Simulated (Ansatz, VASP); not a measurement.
## TiGe4Pd2: VASP beside Ansatz

```
CELL_PARAMETERS angstrom
7.23681 0.00000 0.00000
-3.61840 6.26726 0.00000
0.00000 0.00000 4.94862
ATOMIC_POSITIONS crystal
Ti 0.00000 0.00000 0.00000
Ge 0.65524 0.00000 0.00000
Ge 0.00000 0.65524 0.00000
Ge 0.34476 0.34476 0.00000
Ge 0.00000 0.00000 0.50000
Pd 0.33333 0.66667 0.00000
Pd 0.66667 0.33333 0.00000
```

Alike in both runs: functional PBE; k mesh 3 × 3 × 4; occupations gaussian, width 0.2 eV; no spin polarisation.

Ansatz relaxed the structure, and its values are those at the end. VASP's run is a single point on that final structure, the one shown.

```csv
,VASP,Ansatz
version,VASP 6.6.1,Ansatz 0.2.0
potentials or method,"VASP PAW PBE potentials, release 64 (Ti_sv, Ge_d, Pd), cutoff 520 eV","scalar-relativistic, plane waves, PAW"
valence electrons in the cell,88,104
```

Ansatz gave:

* gap on the k mesh at the Fermi level (eV): none
* pressure (GPa): 0.1
* rms of the force components (eV/Å): 0.000

Task: Which values does VASP return?

Result: gap on the k mesh at the Fermi level (eV): none; pressure (GPa): 0.1; rms of the force components (eV/Å): 0.004.

A gap of «none» marks a metal or a gap that the smearing closes. VASP's potentials hold 88 valence electrons a cell and Ansatz's 104, so a difference there can come from the potentials and not from the codes.
